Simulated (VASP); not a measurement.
# CdS (F-43m) in VASP: further runs, part 2 of 2

VASP 6.6.1. The steps go on from the part before.

## (4) Single point, r2SCAN

Contents of POSCAR:

```
CdS
1.0
    0.0000000000      2.9392138883      2.9392138883
    2.9392138883      0.0000000000      2.9392138883
    2.9392138883      2.9392138883      0.0000000000
Cd S
1 1
Direct
    0.0000000000      0.0000000000      0.0000000000
    0.2500000000      0.2500000000      0.2500000000
```

Contents of INCAR.step1:

```
SYSTEM = CdS
ALGO = Normal
EDIFF = 1E-5
ENCUT = 550
GGA = PE
GGA_COMPAT = .FALSE.
ISMEAR = 1
LASPH = .TRUE.
LCHARG = .FALSE.
LREAL = .FALSE.
LWAVE = .TRUE.
NBANDS = 16
NELM = 120
PREC = Accurate
SIGMA = 0.001
```

Contents of INCAR.step2:

```
SYSTEM = CdS
ALGO = Normal
EDIFF = 1E-6
ENCUT = 550
GGA_COMPAT = .FALSE.
ISIF = 2
ISMEAR = 1
ISTART = 1
LASPH = .TRUE.
LCHARG = .FALSE.
LMIXTAU = .TRUE.
LREAL = .FALSE.
LWAVE = .FALSE.
METAGGA = R2SCAN
NBANDS = 16
NELM = 120
PREC = Accurate
SIGMA = 0.001
```

Contents of KPOINTS:

```
k-points
0
G
  6 6 6
  0 0 0
```

Potentials or basis: VASP PAW PBE potentials, release 64 (Cd, S).

The run is started by

```
cat potpaw_PBE.64/Cd/POTCAR potpaw_PBE.64/S/POTCAR > POTCAR
cp INCAR.step1 INCAR
mpirun -np 1 vasp_std > vasp.out
cp INCAR.step2 INCAR
mpirun -np 1 vasp_std > vasp.out
```

OUTCAR:

```text
SYSTEM = CdS
   EDIFF = 1E-6
   ENCUT = 550
   ISIF = 2
   ISMEAR = 1
   ISTART = 1
   LASPH = .TRUE.
   LREAL = .FALSE.
   METAGGA = R2SCAN
   NELM = 120
   PREC = Accurate

 ion  position               nearest neighbor table
   1  0.000  0.000  0.000-   2 2.55   2 2.55   2 2.55   2 2.55
   2  0.250  0.250  0.250-   1 2.55   1 2.55   1 2.55   1 2.55

  LATTYP: Found a face centered cubic cell.
 ALAT       =     5.8784277766

  Lattice vectors:

 A1 = (   0.0000000000,   2.9392138883,   2.9392138883)
 A2 = (   2.9392138883,   0.0000000000,   2.9392138883)
 A3 = (   2.9392138883,   2.9392138883,   0.0000000000)

Analysis of symmetry for initial positions (statically):
=====================================================================
 Subroutine PRICEL returns:
 Original cell was already a primitive cell.

 Routine SETGRP: Setting up the symmetry group for a
 face centered cubic supercell.

 Subroutine GETGRP returns: Found 24 space group operations
 (whereof 24 operations were pure point group operations)
 out of a pool of 48 trial point group operations.

The static configuration has the point symmetry T_d .

Analysis of symmetry for dynamics (positions and initial velocities):
=====================================================================
 Subroutine PRICEL returns:
 Original cell was already a primitive cell.

 Routine SETGRP: Setting up the symmetry group for a
 face centered cubic supercell.

 Subroutine GETGRP returns: Found 24 space group operations
 (whereof 24 operations were pure point group operations)
 out of a pool of 48 trial point group operations.

The dynamic configuration has the point symmetry T_d .

 Subroutine INISYM returns: Found 24 space group operations
 (whereof 24 operations are pure point group operations),
 and found     1 'primitive' translations

[... 102 lines left out ...]
   IALGO  =     38    algorithm
   IMIX   =      4    mixing-type and parameters
     AMIX     =   0.40;   BMIX     =  1.00
     AMIX_MAG =   1.60;   BMIX_MAG =  1.00
  volume/ion in A,a.u.               =      25.39       171.35
  Fermi-wavevector in a.u.,A,eV,Ry     =   1.158576  2.189391 18.263073  1.342298
  Thomas-Fermi vector in A             =   2.295177
   LORBIT       =      0    0 simple, 1 ext, 2 COOP (PROOUT), +10 PAW based schemes
   METAGGA = R2SCAN    functional components
   LHFCALC =     F    Hartree Fock is set to
   AEXX    =    0.0000 exact exchange contribution
   IVDW    =     0    specifies the selected vdW correction
   LEPSILON=     F    determine dielectric tensor
   LRPA    =     F    only Hartree local field effects (RPA)
 non-spin polarized calculation
 Methfessel and Paxton  Order N= 1 SIGMA  =   0.00
  energy-cutoff  :      550.00
  volume of cell :       50.78
 maximum number of plane-waves:      1524
   NGX = 15   NGY = 15   NGZ = 15

 number of electron      18.0000005 magnetization

 Free energy of the ion-electron system (eV)
  ---------------------------------------------------
  ext. energy  EPLUGINS =         0.00000000
  ---------------------------------------------------
  free energy    TOTEN  =       -29.68434407 eV

  energy without entropy =      -29.68434407  energy(sigma->0) =      -29.68434407

 E-fermi :   0.8933     XC(G=0):  -9.6185

 val. band max:        0.8540649174   @ k =   0.0000   0.0000   0.0000
 cond. band min:       2.3915567330   @ k =   0.0000   0.0000   0.0000
 fundamental gap:      1.5374918155
 Fermi energy:         0.8933308151

 k-point     1 :       0.0000    0.0000    0.0000
  band No.  band energies     occupation
      1     -11.8769      2.00000
      2      -7.0335      2.00000
      3      -7.0335      2.00000
      4      -7.0335      2.00000
      5      -6.5531      2.00000
      6      -6.5531      2.00000
[... 281 lines left out ...]
      3      -6.7619      2.00000
      4      -6.6313      2.00000
      5      -6.5123      2.00000
      6      -5.9902      2.00000
[... 8 lines left out ...]
     15      14.6694      0.00000
     16      14.7250      0.00000

------------------------ aborting loop because EDIFF is reached ----------------------------------------

  FORCE on cell =-STRESS in cart. coord.  units (eV):
  Direction    XX          YY          ZZ          XY          YZ          ZX
  --------------------------------------------------------------------------------------
  -------------------------------------------------------------------------------------
  Total        0.0886558      0.0886558      0.0886558      0.0000000     -0.0000000     -0.0000000
  in kB        2.7970125      2.7970125      2.7970125      0.0000000     -0.0000000     -0.0000000
  external PRESSURE =       2.7970125 kB  Pullay stress =       0.0000000 kB

 VOLUME and BASIS-vectors are now :
 -----------------------------------------------------------------------------
  energy-cutoff  :      550.00
  volume of cell :       50.78
      direct lattice vectors                 reciprocal lattice vectors
     0.000000000  2.939213888  2.939213888    -0.170113513  0.170113513  0.170113513
     2.939213888  0.000000000  2.939213888     0.170113513 -0.170113513  0.170113513
     2.939213888  2.939213888  0.000000000     0.170113513  0.170113513 -0.170113513

 POSITION                                       TOTAL-FORCE (eV/Angst)
 -----------------------------------------------------------------------------------
      0.00000      0.00000      0.00000        -0.000000     -0.000000     -0.000000
      1.46961      1.46961      1.46961         0.000000      0.000000      0.000000
 -----------------------------------------------------------------------------------
    total drift:                                0.000000      0.000000      0.000000

  FREE ENERGIE OF THE ION-ELECTRON SYSTEM (eV)
  ---------------------------------------------------
  free  energy   TOTEN  =       -29.6843440712 eV

  energy  without entropy=      -29.6843440712  energy(sigma->0) =      -29.68434407
```

Run time: 41 s. Hardware: 1 thread of Intel Xeon 6975P-C (Granite Rapids), shared host; peak memory 0.18 GiB.

Results:

- Free energy: -29.6843 eV
- Pressure: 0.3 GPa
- Band gap on the k mesh: 1.54 eV

Levels at points of the mesh, in eV from the valence-band top:
```csv
k point,band 7,band 8,band 9,band 10,band 11,band 12
"(0.00, 0.00, 0.00)",0.00,0.00,0.00,1.54,7.08,7.08
"(0.50, 0.00, 0.00)",-4.32,-0.73,-0.73,3.44,7.48,7.48
"(0.50, 0.50, 0.00)",-3.88,-1.84,-1.84,3.88,4.73,9.69
```

Caveat: the PAW data sets were made with another functional, which shifts forces and pressure a little. r2SCAN opens gaps a little over a GGA but as a rule still falls short of measured ones.

## (5) Single point, r2SCAN

POSCAR is that of step 4.

Contents of INCAR.step1:

```
SYSTEM = CdS
  PREC = Accurate
  ENCUT = 550
  ISMEAR = 1
  SIGMA = 0.5
  LREAL = .False.
  LASPH = .True.
  NELM = 120
  NBANDS = 16
  GGA = PE
  ALGO = Normal
  EDIFF = 1E-5
  LWAVE = .True.
  LCHARG = .False.
  GGA_COMPAT = .False.
```

Contents of INCAR.step2:

```
SYSTEM = CdS
  PREC = Accurate
  ENCUT = 550
  EDIFF = 1E-6
  ISMEAR = 1
  SIGMA = 0.5
  LREAL = .False.
  LASPH = .True.
  NELM = 120
  ALGO = Normal
  ISIF = 2
  LWAVE = .False.
  LCHARG = .False.
  METAGGA = R2SCAN
  LMIXTAU = .True.
  NBANDS = 16
  ISTART = 1
  GGA_COMPAT = .False.
```

Contents of KPOINTS:

```
Automatic mesh
0
Gamma
  6 6 6
  0 0 0
```

The run is started by

```
cat potpaw_PBE.64/Cd/POTCAR potpaw_PBE.64/S/POTCAR > POTCAR
cp INCAR.step1 INCAR
mpirun -np 1 vasp_std > vasp.out
cp INCAR.step2 INCAR
mpirun -np 1 vasp_std > vasp.out
```

It took 40 s on 1 thread of Intel Xeon 6975P-C (Granite Rapids), shared host; peak memory 0.18 GiB.

It converged, with:

```
Free energy            : -29.6785 eV
Pressure               : 0.2 GPa
Band gap on the k mesh : 1.54 eV
```

Levels at points of the mesh, in eV from the valence-band top:
```tsv
k point	band 5	band 6	band 7	band 8	band 9	band 10	band 11	band 12	band 13	band 14
(0.00, 0.00, 0.00)	-7.41	-7.41	0.00	0.00	0.00	1.54	7.08	7.08	7.08	11.82
(0.50, 0.00, 0.00)	-7.37	-7.04	-4.32	-0.73	-0.73	3.44	7.48	7.48	7.83	11.49
(0.50, 0.50, 0.00)	-7.32	-6.98	-3.88	-1.84	-1.84	3.88	4.73	9.69	11.40	11.40
```

Caveat: the PAW data sets were made with another functional, which shifts forces and pressure a little. r2SCAN opens gaps a little over a GGA but as a rule still falls short of measured ones.

## (6) Summary

| level | smearing | gap on the mesh (eV) | pressure (GPa) |
| --- | --- | --- | --- |
| r2SCAN | fermi-dirac 0.001 eV | 1.54 | 0.3 |
| r2SCAN+D3(BJ) | gaussian 0.01 eV | 1.54 | -0.6 |
| r2SCAN | methfessel-paxton 0.001 eV | 1.54 | 0.3 |
| r2SCAN | methfessel-paxton 0.5 eV | 1.54 | 0.2 |

Alike in all rows: task single point; potentials or basis VASP PAW PBE potentials, release 64 (Cd, S); no spin polarisation; cell as given; k mesh 6 × 6 × 6; cutoff (eV) 550.

The pressure there spans -0.6 GPa (r2SCAN+D3(BJ)) to 0.3 GPa (r2SCAN); a positive pressure means that this level wants a larger cell, a negative one a smaller.

Caveats: the PAW data sets were made with another functional, which shifts forces and pressure a little.

Total energies depend on the potentials used, so only differences within one code and one set of settings carry meaning.
